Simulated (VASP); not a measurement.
A run of VASP 6.6.1 is set up as follows.

Contents of INCAR:

```
ALGO = Normal
EDIFF = 1E-6
ENCUT = 520
GGA = PE
ISIF = 2
ISMEAR = 0
LASPH = T
LCHARG = F
LREAL = F
LWAVE = F
NBANDS = 14
NELM = 100
PREC = Accurate
SIGMA = 0.1
```

The input KPOINTS:

```
k-points
0
Gamma
  16 16 14
```

File POSCAR:

```
CoSi
1.0
    2.6168231338      0.0000000000      0.0000000000
    0.0000000000      2.6168231338      0.0000000000
    0.0000000000      0.0000000000      3.1358237220
Co Si
1 1
Direct
    0.0000000000      0.0000000000      0.0000000000
    0.5000000000      0.5000000000      0.5000000000
```

Potentials or basis: VASP PAW PBE potentials, release 64 (Co, Si).

Command:

```sh
$ cat potpaw_PBE.64/Co/POTCAR potpaw_PBE.64/Si/POTCAR > POTCAR
$ mpirun -np 1 vasp_std > vasp.out
```

**Question.** Estimate the pressure.

**Answer.** -0.1 GPa.

**Question.** Predict the band gap on the k mesh.

**Answer.** Zero (an odd number of electrons rules out a gap without spin polarisation).

Stress tensor (GPa, compression positive):
```
 0.01  0.00  0.00
 0.00  0.01  0.00
 0.00  0.00 -0.19
```

Caveat: the run has no spin polarisation, though such a crystal can be magnetic. Spin polarisation is off, so any magnetic state and its effect on volume and gap are missing.
